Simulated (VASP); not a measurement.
Set up this calculation in VASP 6.6.1, as the native input.

| Item | Value |
| --- | --- |
| Task | electric field gradients |
| Functional | LDA |
| Potentials or basis | VASP PAW LDA potentials, release 64 (Pb_d) |
| Cutoff | 520 eV |
| k mesh | 8 × 8 × 8 |
| Occupations | fermi-dirac, width 0.05 eV |
| Spin | no spin polarisation |
| Dipole correction | no |
| Further INCAR settings | ALGO = Normal; EDIFF = 1e-08; NBANDS = 21 |

The structure of Pb lies in POSCAR:

```
Pb
1.0
    0.0000000000      3.4953871275      3.4953871275
    3.4953871275      0.0000000000      3.4953871275
    3.4953871275      3.4953871275      0.0000000000
Pb
2
Direct
    0.0000000000      0.0000000000      0.0000000000
    0.2500000000      0.2500000000      0.2500000000
```

This cell differs from its parent crystal: volume scaled by 1.05.

These files were run (other wordings do the same):

INCAR

```
SYSTEM = Pb
PREC     = Accurate       ! precision mode
ENCUT    = 520            ! plane-wave cutoff, eV
EDIFF    = 1E-8           ! SCF threshold, eV
ISMEAR   = -1             ! smearing method
SIGMA    = 0.05           ! smearing width, eV
LREAL    = .FALSE.        ! projectors in reciprocal space
LASPH    = .TRUE.         ! aspherical terms in the spheres
NELM     = 100            ! most SCF steps
ALGO     = Normal         ! electronic algorithm
ISIF     = 2              ! what is computed and relaxed
LWAVE    = .FALSE.        ! write WAVECAR
LCHARG   = .FALSE.        ! write CHGCAR
LEFG     = .TRUE.       
NBANDS   = 21             ! bands
```

KPOINTS

```
Automatic mesh
0
G
  8 8 8
  0 0 0
```

Potentials or basis: VASP PAW LDA potentials, release 64 (Pb_d).

Command:

```bash
$ cat potpaw_LDA.64/Pb_d/POTCAR > POTCAR
$ mpirun -np 1 vasp_std > vasp.out
```

Results of the run:

```yaml
Pressure: -2.0 GPa
Band_gap_on_the_k_mesh: zero (band 14 reaches 4.00 eV, above the bottom of band 15 at 2.92 eV)
```

Caveat: without QUAD_EFG the Cq values of the log hold for a quadrupole moment of 1 mb, not for the nuclei; spin-orbit coupling is left out, which moves the levels of the heavy elements.

Run time: 32 s on 1 thread of AMD EPYC 9R45 96-Core Processor (Zen 5), with other jobs on the host, peak memory 0.17 GiB.
